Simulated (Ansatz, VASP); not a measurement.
## Two plane-wave programs on Rb2BrCl

```
Cl Br Rb
1.0
     2.39820    1.38460    7.84985
    -2.39820    1.38460    7.84985
     0.00000   -2.76920    7.84985
Cl Br Rb
1 1 2
Direct
  0.00000 0.00000 0.00000
  0.50000 0.50000 0.50000
  0.25376 0.25376 0.25376
  0.74624 0.74624 0.74624
```

Alike in both runs: task single point; functional PBE; k mesh 6 × 6 × 6; no spin polarisation.

|  | VASP | Ansatz |
| --- | --- | --- |
| version | VASP 6.6.1 | Ansatz 0.2.0 |
| potentials or method | VASP PAW PBE potentials, release 64 (Cl, Br, Rb_sv) | plane waves, PAW |
| plane-wave cutoff (eV) | 520 | 420 |
| occupations | gaussian, width 0.01 eV | fixed |
| valence electrons in the cell | 32 | 32 |

VASP gave:

* gap on the k mesh at the Fermi level (eV): 4.42
* pressure (GPa): 0.4

**Question.** Which values does Ansatz return?

**Answer.** gap on the k mesh at the Fermi level (eV): 4.43; pressure (GPa): 0.4.
